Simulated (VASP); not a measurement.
Here is a VASP 6.6.1 calculation.

The input INCAR:

```
SYSTEM = WSe2
PREC = Accurate
ENCUT = 520
EDIFF = 1E-6
ISMEAR = 0
SIGMA = 0.05
LREAL = .False.
LASPH = .True.
NELM = 60
ALGO = Normal
ISIF = 2
LWAVE = .False.
LCHARG = .False.
GGA = PE
IVDW = 12
NBANDS = 20
```

File KPOINTS:

```
regular mesh
0
Gamma
  9 9 4
  0 0 0
```

POSCAR

```
WSe2
1.0
    2.9892871252      0.0000000000      0.0000000000
   -1.4946435626      3.1567355369      0.0000000000
    0.0000000000      0.0000000000      6.8423881836
W Se
1 2
Direct
    0.0000000000      0.0000000000      0.0000000000
    0.3333333333      0.6666666667      0.2405528385
    0.3333333333      0.6666666667      0.7594471615
```

Potentials or basis: VASP PAW PBE potentials, release 64 (W_sv, Se).

Run with:

```bash
$ cat potpaw_PBE.64/W_sv/POTCAR potpaw_PBE.64/Se/POTCAR > POTCAR
$ mpirun -np 1 vasp_std > vasp.out
```

Problem. Estimate the largest force.

Solution. 1.199 eV/Å.

Problem. Estimate the band gap on the k mesh.

Solution. 0.94 eV (least direct gap 1.29 eV).

Problem. What does it give for the pressure?

Solution. 5.4 GPa.

Problem. Predict the dispersion energy per atom.

Solution. -0.436 eV.

Forces in eV/Å, atoms in the order of the input:
```
W    0.000  1.199  0.000
Se   0.000 -0.599  0.533
Se   0.000 -0.599 -0.533
```

Caveat: the cell differs from its parent crystal (strain +e along x and -e along y -0.1000, strain +e along z and -e/2 along x and y -0.0233); the stress differs along the axes, from -11 to 22 GPa; spin-orbit coupling is left out, which moves the levels of the heavy elements; forces of over 1 eV/Å act on the atoms, so gaps and moduli don't describe the material at rest. A k mesh can miss the band edges.
